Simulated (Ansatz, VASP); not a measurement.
## Two plane-wave programs on Hf3TiN4

INCAR

```
PREC = Accurate
ENCUT = 600
EDIFF = 1E-6
ISMEAR = 0
SIGMA = 0.1
LREAL = F
LASPH = T
NELM = 60
ALGO = Normal
ISIF = 3
LWAVE = F
LCHARG = F
GGA = RE
IBRION = 2
NSW = 100
EDIFFG = -0.01
```

File KPOINTS:

```
regular mesh
0
Gamma
  12 12 4
```

The input POSCAR:

```
Hf3TiN4
1.0
    3.1133676000      0.0000000000      0.0000000000
   -1.5566838000      2.6962554000      0.0000000000
    0.0000000000      0.0000000000     10.7451938000
Hf Ti N
3 1 4
Direct
    0.6666667000      0.3333333000      0.5000000000
    0.3333333000      0.6666667000      0.7559590000
    0.3333333000      0.6666667000      0.2440410000
    0.6666667000      0.3333333000      0.0000000000
    0.0000000000      0.0000000000      0.6274940000
    0.0000000000      0.0000000000      0.1184420000
    0.0000000000      0.0000000000      0.8815580000
    0.0000000000      0.0000000000      0.3725060000
```

Input for Ansatz:

```yaml
crystal:
  lattice:
    - [3.1133676, 0.0, 0.0]
    - [-1.5566838, 2.6962554, 0.0]
    - [0.0, 0.0, 10.7451938]
  atoms:
    - { symbol: Hf, position: [0.6666667, 0.3333333, 0.5] }
    - { symbol: Hf, position: [0.3333333, 0.6666667, 0.755959] }
    - { symbol: Hf, position: [0.3333333, 0.6666667, 0.244041] }
    - { symbol: Ti, position: [0.6666667, 0.3333333, 0.0] }
    - { symbol: "N", position: [0.0, 0.0, 0.627494] }
    - { symbol: "N", position: [0.0, 0.0, 0.118442] }
    - { symbol: "N", position: [0.0, 0.0, 0.881558] }
    - { symbol: "N", position: [0.0, 0.0, 0.372506] }
basis:
  ecutwfc: 420
kpoints:
  mp_grid: { grid: [12, 12, 4] }
hamiltonian:
  xc: revpbe
scf:
  occupations: { method: gaussian, width: 0.1 }
  initial_density: { chi_scale: 0.1 }
output:
  forces: true
  eigenvalues: true
  stress: true
relax:
  adjacent_minimum: "off"
  f_tol: 0.01
  max_steps: 80
  cell: { stress_tol: 0.05 }
```

Alike in both runs: task relaxation of cell and atoms; functional revPBE; k mesh 12 × 12 × 4; occupations gaussian, width 0.1 eV; no spin polarisation.

|  | VASP | Ansatz |
| --- | --- | --- |
| version | VASP 6.6.1 | Ansatz 0.2.0 |
| potentials or method | VASP PAW PBE potentials, release 64 (Hf_pv, Ti_sv, N), cutoff 600 eV | scalar-relativistic, plane waves, PAW |
| valence electrons in the cell | 62 | 110 |

VASP gave:

| Property | Result |
| --- | --- |
| gap on the k mesh at the Fermi level, each at its own relaxed structure (eV) | none |
| relaxed volume (Å³/atom) | 11.35 |
| relaxed cell length with the largest relative difference (Å) | 10.769 |

Question: Which values does Ansatz return?

Answer: gap on the k mesh at the Fermi level, each at its own relaxed structure (eV): none; relaxed volume (Å³/atom): 11.43; relaxed cell length with the largest relative difference (Å): 10.794.

VASP's potentials were made for PBE, not for revPBE. A gap of «none» marks a metal or a gap that the smearing closes. VASP's potentials hold 62 valence electrons a cell and Ansatz's 110, so a difference there can come from the potentials and not from the codes.

Spin-orbit coupling is off throughout.
